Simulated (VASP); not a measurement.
Crystal: C.

```xyz
4
Lattice="1.2280 -2.1271 0.0000 1.2280 2.1271 0.0000 0.0000 0.0000 7.1733" Properties=species:S:1:pos:R:3 pbc="T T T"
C     1.2280    1.7724    5.4025
C     1.2280   -0.3547    1.7708
C     1.2280   -1.7724    1.7708
C     1.2280    0.3547    5.4025
```

```yaml
Program: VASP 6.6.1
Task: relaxation of cell and atoms
Functional: PBE
Potentials_or_basis: VASP PAW PBE potentials, release 64 (C)
Cutoff: 600 eV
k_mesh: 3 × 3 × 1
Occupations: gaussian, width 0.1 eV
Spin: no spin polarisation
```

At the start: pressure 5.5 GPa; volume 9.37 Å³/atom.

Q: Where does the relaxation end?

A: Over 19 steps the energy falls by 11.3 meV/atom and the volume is 8.72 Å³/atom (-7.0 %); space group Cmme (No. 67, to 0.05 Å).

Step by step:
```csv
step,energy change (eV),largest force (eV/Å),pressure (GPa),volume (Å³)
1,0.0000,0.0878,5.53,37.48
2,0.0671,0.2678,-13.43,39.24
3,-0.0191,0.0380,-1.03,38.04
4,-0.0191,0.0358,-0.91,38.02
5,-0.0210,0.2093,-0.89,37.82
6,-0.0210,0.2254,-0.88,37.80
7,-0.0218,0.2067,-0.86,37.75
8,-0.0238,0.1506,-0.77,37.58
9,-0.0270,0.0389,-0.59,37.25
10,-0.0301,0.1844,-0.20,36.59
11,-0.0325,0.1788,-0.19,36.43
12,-0.0385,0.1619,-0.15,35.95
13,-0.0448,0.1269,0.01,34.98
14,-0.0450,0.1196,0.06,34.78
15,-0.0450,0.1209,0.05,34.82
16,-0.0452,0.0566,0.03,34.86
17,-0.0452,0.0062,0.04,34.85
18,-0.0453,0.0055,0.02,34.86
19,-0.0453,0.0050,0.01,34.86
```

Final structure:
```
CELL_PARAMETERS angstrom
1.24151 -2.13620 0.00000
1.24151 2.13620 0.00000
0.00000 0.00000 6.57230
ATOMIC_POSITIONS crystal
C 0.08290 0.91710 0.75367
C 0.58290 0.41710 0.24633
C 0.91710 0.08290 0.24633
C 0.41710 0.58290 0.75367
```

Caveat: the k points lie up to 0.98 Å⁻¹ apart in the final cell; this functional lacks dispersion, which binds the layers, so the pressure and a relaxed spacing across them are unreliable.
